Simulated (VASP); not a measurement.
# Hf3TiN4 (P-6m2) in VASP: relaxation of cell and atoms with revPBE

Aim: the relaxation of cell and atoms of Hf3TiN4 with revPBE.

Program: VASP 6.6.1. These are calculated values, not measurements. Logs are shortened: lines on timing, memory, paths and dates and some standing lists are left out, and cuts for length are marked.

**1. The cell of the first run**

Symmetry: P-6m2, No. 187, hexagonal system. The conventional cell has a = 3.113 Å, b = 3.113 Å, c = 10.745 Å, α = 90.00°, β = 90.00°, γ = 120.00°. Hf (site symmetry -6m2) has 6 N at 2.26 Å within 3.0 Å. Hf (site symmetry 3m) has 6 N at 2.25 to 2.27 Å within 3.0 Å. Ti (site symmetry -6m2) has 6 N at 2.20 Å within 2.9 Å. Within 3.0 Å of N (site symmetry 3m) lie 6 Hf at 2.26 to 2.27 Å and 2 N at 2.73 to 2.74 Å. Within 2.9 Å of N (site symmetry 3m) lie 3 Ti at 2.20 Å and 3 Hf at 2.25 Å and 2 N at 2.55 to 2.73 Å.

**2. Relaxation of cell and atoms, revPBE**

Contents of INCAR:

```
PREC = Accurate
ENCUT = 600
EDIFF = 1E-6
ISMEAR = 0
SIGMA = 0.1
LREAL = F
LASPH = T
NELM = 60
ALGO = Normal
ISIF = 3
LWAVE = F
LCHARG = F
GGA = RE
IBRION = 2
NSW = 100
EDIFFG = -0.01
```

Contents of KPOINTS:

```
regular mesh
0
Gamma
  12 12 4
```

Contents of POSCAR:

```
Hf3TiN4
1.0
    3.1133676000      0.0000000000      0.0000000000
   -1.5566838000      2.6962554000      0.0000000000
    0.0000000000      0.0000000000     10.7451938000
Hf Ti N
3 1 4
Direct
    0.6666667000      0.3333333000      0.5000000000
    0.3333333000      0.6666667000      0.7559590000
    0.3333333000      0.6666667000      0.2440410000
    0.6666667000      0.3333333000      0.0000000000
    0.0000000000      0.0000000000      0.6274940000
    0.0000000000      0.0000000000      0.1184420000
    0.0000000000      0.0000000000      0.8815580000
    0.0000000000      0.0000000000      0.3725060000
```

Potentials or basis: VASP PAW PBE potentials, release 64 (Hf_pv, Ti_sv, N).

The run is started by

```
$ cat potpaw_PBE.64/Hf_pv/POTCAR potpaw_PBE.64/Ti_sv/POTCAR potpaw_PBE.64/N/POTCAR > POTCAR
$ mpirun -np 1 vasp_std > vasp.out
```

OUTCAR:

```text
PREC = Accurate
   ENCUT = 600
   EDIFF = 1E-6
   ISMEAR = 0
   LREAL = F
   LASPH = T
   NELM = 60
   ISIF = 3
   GGA = RE
   IBRION = 2
   NSW = 100
   EDIFFG = -0.01

 ion  position               nearest neighbor table
   1  0.667  0.333  0.500-   5 2.26   8 2.26   5 2.26   8 2.26   5 2.26   8 2.26   2 3.29   3 3.29
                             2 3.29   3 3.29   2 3.29   3 3.29
   2  0.333  0.667  0.756-   7 2.25   7 2.25   7 2.25   5 2.27   5 2.27   5 2.27   4 3.18   4 3.18
                             4 3.18   1 3.29   1 3.29   1 3.29
   3  0.333  0.667  0.244-   6 2.25   6 2.25   6 2.25   8 2.27   8 2.27   8 2.27   4 3.18   4 3.18
                             4 3.18   1 3.29   1 3.29   1 3.29
   4  0.667  0.333  0.000-   6 2.20   7 2.20   6 2.20   7 2.20   6 2.20   7 2.20   2 3.18   3 3.18
                             2 3.18   3 3.18   2 3.18   3 3.18
   5  0.000  0.000  0.627-   1 2.26   1 2.26   1 2.26   2 2.27   2 2.27   2 2.27
   6  0.000  0.000  0.118-   4 2.20   4 2.20   4 2.20   3 2.25   3 2.25   3 2.25
   7  0.000  0.000  0.882-   4 2.20   4 2.20   4 2.20   2 2.25   2 2.25   2 2.25
   8  0.000  0.000  0.373-   1 2.26   1 2.26   1 2.26   3 2.27   3 2.27   3 2.27

  LATTYP: Found a hexagonal cell.
 ALAT       =     3.1133676000
 C/A-ratio  =     3.4513090584

  Lattice vectors:

 A1 = (   3.1133676000,   0.0000000000,   0.0000000000)
 A2 = (  -1.5566838000,   2.6962554000,   0.0000000000)
 A3 = (   0.0000000000,   0.0000000000,  10.7451938000)

Analysis of symmetry for initial positions (statically):
=====================================================================
 Subroutine PRICEL returns:
 Original cell was already a primitive cell.

 Routine SETGRP: Setting up the symmetry group for a
 hexagonal supercell.

 Subroutine GETGRP returns: Found 12 space group operations
 (whereof 12 operations were pure point group operations)
 out of a pool of 24 trial point group operations.

The static configuration has the point symmetry D_3h.

Analysis of symmetry for dynamics (positions and initial velocities):
=====================================================================
 Subroutine PRICEL returns:
 Original cell was already a primitive cell.

 Routine SETGRP: Setting up the symmetry group for a
 hexagonal supercell.

 Subroutine GETGRP returns: Found 12 space group operations
 (whereof 12 operations were pure point group operations)
 out of a pool of 24 trial point group operations.

The dynamic configuration has the point symmetry D_3h.

 Subroutine INISYM returns: Found 12 space group operations
 (whereof 12 operations are pure point group operations),
 and found     1 'primitive' translations

----------------------------------------------------------------------------------------

                                     Primitive cell

  volume of cell :      90.1998

  direct lattice vectors                    reciprocal lattice vectors
     3.113367600  0.000000000  0.000000000     0.321195608  0.185442373  0.000000000
    -1.556683800  2.696255400  0.000000000     0.000000000  0.370884746  0.000000000
     0.000000000  0.000000000 10.745193800     0.000000000  0.000000000  0.093064864

  length of vectors
     3.113367600  3.113367571 10.745193800     0.370884743  0.370884746  0.093064864

  position of ions in fractional coordinates (direct lattice)
     0.666666700  0.333333300  0.500000000
     0.333333300  0.666666700  0.755959000
     0.333333300  0.666666700  0.244041000
     0.666666700  0.333333300  0.000000000
     0.000000000  0.000000000  0.627494000
     0.000000000  0.000000000  0.118442000
     0.000000000  0.000000000  0.881558000
     0.000000000  0.000000000  0.372506000

  ion indices of the primitive-cell ions
   primitive index   ion index
                 1           1
                 2           2
                 3           3
                 4           4
                 5           5
                 6           6
                 7           7
                 8           8

----------------------------------------------------------------------------------------

 KPOINTS: regular mesh

Automatic generation of k-mesh.
 Grid dimensions read from file:
 generate k-points for:   12   12    4

 Generating k-lattice:

  Cartesian coordinates                     Fractional coordinates (reciprocal lattice)
     0.026766301  0.015453531  0.000000000     0.083333333  0.000000000  0.000000000
     0.000000000  0.030907062  0.000000000     0.000000000  0.083333333  0.000000000
     0.000000000  0.000000000  0.023266216     0.000000000  0.000000000  0.250000000

  Length of vectors
     0.030907062  0.030907062  0.023266216

  Shift w.r.t. Gamma in fractional coordinates (k-lattice)
     0.000000000  0.000000000  0.000000000

 Subroutine IBZKPT returns following result:
 ===========================================

 Found     57 irreducible k-points:

 Following reciprocal coordinates:
            Coordinates               Weight
  0.000000  0.000000  0.000000      1.000000
  0.083333  0.000000  0.000000      6.000000
  0.166667  0.000000  0.000000      6.000000
  0.250000  0.000000  0.000000      6.000000
  0.333333  0.000000  0.000000      6.000000
  0.416667  0.000000  0.000000      6.000000
[... 16 lines left out ...]
  0.250000  0.000000  0.250000     12.000000
  0.333333  0.000000  0.250000     12.000000
 [... further k-points ...]
   k-points           NKPTS =     57   k-points in BZ     NKDIM =     57   number of bands    NBANDS=     37
   number of dos      NEDOS =    301   number of ions     NIONS =      8
   total plane-waves  NPLWV =  70560
   dimension x,y,z NGX =    28 NGY =   28 NGZ =   90
   dimension x,y,z NGXF=    56 NGYF=   56 NGZF=  180
   ions per type =               3   1   4
   NGX,Y,Z   is equivalent  to a cutoff of  14.95, 14.95, 13.92 a.u.
   NGXF,Y,Z  is equivalent  to a cutoff of  29.90, 29.90, 27.85 a.u.
 SYSTEM =  unknown system
   PREC   = accura    normal or accurate (medium, high low for compatibility)
   ISTART =      0    job   : 0-new  1-cont  2-samecut
   ICHARG =      2    charge: 1-file 2-atom 10-const
   ISPIN  =      1    spin polarized calculation?
   LNONCOLLINEAR =      F non collinear calculations
   LSORBIT =      F    spin-orbit coupling
   LASPH  =      T    aspherical Exc in radial PAW
   ENCUT  =  600.0 eV  44.10 Ry    6.64 a.u.   6.22  6.22 21.46*2*pi/ulx,y,z
   NELM   =     60;   NELMIN=  2; NELMDL= -5     # of ELM steps
   EDIFF  = 0.1E-05   stopping-criterion for ELM
   LREAL  =      F    real-space projection
   EDIFFG = -.1E-01   stopping-criterion for IOM
   NSW    =    100    number of steps for IOM
   IBRION =      2    ionic relax: 0-MD 1-quasi-New 2-CG
   NFREE  =      1    steps in history (QN), initial steepest desc. (CG)
   ISIF   =      3    stress and relaxation
   ISYM   =      2    0-nonsym 1-usesym 2-fastsym
   POTIM  = 0.5000    time-step for ionic-motion
   TEBEG  =    0.0;   TEEND  =   0.0 temperature during run
   PSTRESS=    0.0 pullay stress
   NELECT =      62.0000    total number of electrons
   NUPDOWN=      -1.0000    fix difference up-down
   EMIN   =  10.00;   EMAX   =-10.00  energy-range for DOS
   EFERMI =   0.00;   METHOD = LEGACY
   ISMEAR =     0;   SIGMA  =   0.10  broadening in eV -4-tet -1-fermi 0-gaus
   EFERMI_NEDOS =   21; number of points for ismear=-14 and -15
   IALGO  =     38    algorithm
   IMIX   =      4    mixing-type and parameters
     AMIX     =   0.40;   BMIX     =  1.00
     AMIX_MAG =   1.60;   BMIX_MAG =  1.00
  volume/ion in A,a.u.               =      11.27        76.09
  Fermi-wavevector in a.u.,A,eV,Ry     =   1.444786  2.730249 28.400888  2.087406
  Thomas-Fermi vector in A             =   2.563042
   LORBIT       =      0    0 simple, 1 ext, 2 COOP (PROOUT), +10 PAW based schemes
   GGA     = RE    functional components
   LHFCALC =     F    Hartree Fock is set to
   AEXX    =    0.0000 exact exchange contribution
   IVDW    =     0    specifies the selected vdW correction
   LEPSILON=     F    determine dielectric tensor
   LRPA    =     F    only Hartree local field effects (RPA)
 conjugate gradient relaxation of ions
 non-spin polarized calculation
 Gauss-broadening in eV      SIGMA  =   0.10
  energy-cutoff  :      600.00
  volume of cell :       90.20
 maximum number of plane-waves:      3031
 NGX is ok and might be reduce to    28
   NGX = 13   NGY = 13   NGZ = 43

--------------------------------------- Ionic step        1  -------------------------------------------

 number of electron      61.9999996 magnetization

 Free energy of the ion-electron system (eV)
  ---------------------------------------------------
  ext. energy  EPLUGINS =         0.00000000
  ---------------------------------------------------
  free energy    TOTEN  =       -81.11758589 eV

  energy without entropy =      -81.10699214  energy(sigma->0) =      -81.11228901

------------------------ aborting loop because EDIFF is reached ----------------------------------------

  FORCE on cell =-STRESS in cart. coord.  units (eV):
  Direction    XX          YY          ZZ          XY          YZ          ZX
  --------------------------------------------------------------------------------------
  -------------------------------------------------------------------------------------
  Total        0.8726020      0.8726019      0.9487363     -0.0000000     -0.0000000      0.0000000
  in kB       15.4996213     15.4996209     16.8519593     -0.0000000     -0.0000000      0.0000000
  external PRESSURE =      15.9504005 kB  Pullay stress =       0.0000000 kB
[... 237 lines left out ...]
  energy  without entropy=      -81.1109610339  energy(sigma->0) =      -81.11623000

--------------------------------------- Ionic step        7  -------------------------------------------

 number of electron      61.9999998 magnetization

 Free energy of the ion-electron system (eV)
  ---------------------------------------------------
  ext. energy  EPLUGINS =         0.00000000
  ---------------------------------------------------
  free energy    TOTEN  =       -81.12150410 eV

  energy without entropy =      -81.11097360  energy(sigma->0) =      -81.11623885

 E-fermi :   8.3675     XC(G=0): -12.5834

 val. band max:        8.3618069680   @ k =   0.4167   0.0833   0.0000
 cond. band min:       8.3694449079   @ k =   0.3333   0.1667   0.0000
 fundamental gap:      0.0076379399
 Fermi energy:         8.3675256931

 k-point     1 :       0.0000    0.0000    0.0000
  band No.  band energies     occupation
      1     -49.5277      2.00000
      2     -25.8420      2.00000
      3     -25.5490      2.00000
      4     -25.5490      2.00000
      5     -23.1533      2.00000
      6     -22.9212      2.00000
[... 949 lines left out ...]
     36      10.6000      0.00000
     37      10.8673      0.00000

 [... further k-points ...]
[... 5 lines left out ...]
  --------------------------------------------------------------------------------------
  -------------------------------------------------------------------------------------
  Total       -0.0165583     -0.0165583      0.0075574      0.0000000     -0.0000000      0.0000000
  in kB       -0.2921655     -0.2921655      0.1333484      0.0000000     -0.0000000      0.0000000
  external PRESSURE =      -0.1503275 kB  Pullay stress =       0.0000000 kB
[... 23 lines left out ...]
  FREE ENERGIE OF THE ION-ELECTRON SYSTEM (eV)
  ---------------------------------------------------
  free  energy   TOTEN  =       -81.1215041009 eV

  energy  without entropy=      -81.1109735970  energy(sigma->0) =      -81.11623885

 reached required accuracy - stopping structural energy minimisation
```

Wall time 36 min (1 thread of Oxide Virtual Turin-like, shared host); peak memory 0.36 GiB.

What came out:

```yaml
Free_energy: -81.1215 eV
Relaxed_volume: 11.35 Å³/atom
Relaxed_cell: a = 3.120 Å, b = 3.120 Å, c = 10.769 Å, α = 90.00°, β = 90.00°, γ = 120.00°
Space_group_after_relaxing_to_0.05_Å: P-6m2 (No. 187)
Energy_gained_by_relaxing: 0.5 meV/atom
Ionic_steps: 7
Pressure_after_relaxing: 0.0 GPa
Largest_force_after_relaxing: 0.010 eV/Å
Band_gap_on_the_k_mesh: zero (band 31 reaches 9.22 eV, above the bottom of band 32 at 8.08 eV)
```

Forces on the atoms (eV/Å):
```
Hf   0.000  0.000  0.000
Hf   0.000  0.000  0.004
Hf   0.000  0.000 -0.004
Ti   0.000  0.000  0.000
N    0.000  0.000 -0.010
N    0.000  0.000  0.000
N    0.000  0.000  0.000
N    0.000  0.000  0.010
```

Step by step:
```
step  energy change (eV)  largest force (eV/Å)  pressure (GPa)  volume (Å³)
   1              0.0000                0.1103            1.60        90.20
   2              0.0030                0.0640           -2.41        91.67
   3             -0.0033                0.0894           -0.11        90.81
   4             -0.0038                0.0283           -0.03        90.80
   5             -0.0038                0.0310            0.01        90.79
   6             -0.0039                0.0119            0.01        90.80
   7             -0.0039                0.0098           -0.02        90.80
```

Final structure:
```
CELL_PARAMETERS angstrom
3.12024 0.00000 0.00000
-1.56012 2.70220 0.00000
0.00000 0.00000 10.76942
ATOMIC_POSITIONS crystal
Hf 0.66667 0.33333 0.50000
Hf 0.33333 0.66667 0.75563
Hf 0.33333 0.66667 0.24437
Ti 0.66667 0.33333 0.00000
N 0.00000 0.00000 0.62735
N 0.00000 0.00000 0.11920
N 0.00000 0.00000 0.88080
N 0.00000 0.00000 0.37265
```

Levels at points of the mesh, in eV from the Fermi level:
| k point | band 27 | band 28 | band 29 | band 30 | band 31 | band 32 | band 33 | band 34 | band 35 | band 36 |
| --- | --- | --- | --- | --- | --- | --- | --- | --- | --- | --- |
| (0.00, 0.00, 0.00) | -3.29 | -3.29 | -1.47 | -0.56 | 0.49 | 0.49 | 1.05 | 1.05 | 1.20 | 1.57 |
| (0.50, 0.00, 0.00) | -4.11 | -3.12 | -2.53 | -2.21 | -0.32 | -0.02 | 1.98 | 2.01 | 2.19 | 2.23 |
| (0.00, 0.00, 0.50) | -3.55 | -3.40 | -3.31 | 0.34 | 0.85 | 0.85 | 0.96 | 1.07 | 1.07 | 1.69 |
| (0.50, 0.00, 0.50) | -3.71 | -3.52 | -3.41 | -1.45 | -1.12 | 0.92 | 1.19 | 1.97 | 2.03 | 2.62 |

Caveat: the PAW data sets were made with another functional, which shifts forces and pressure a little; spin-orbit coupling is left out, which moves the levels of the heavy elements.
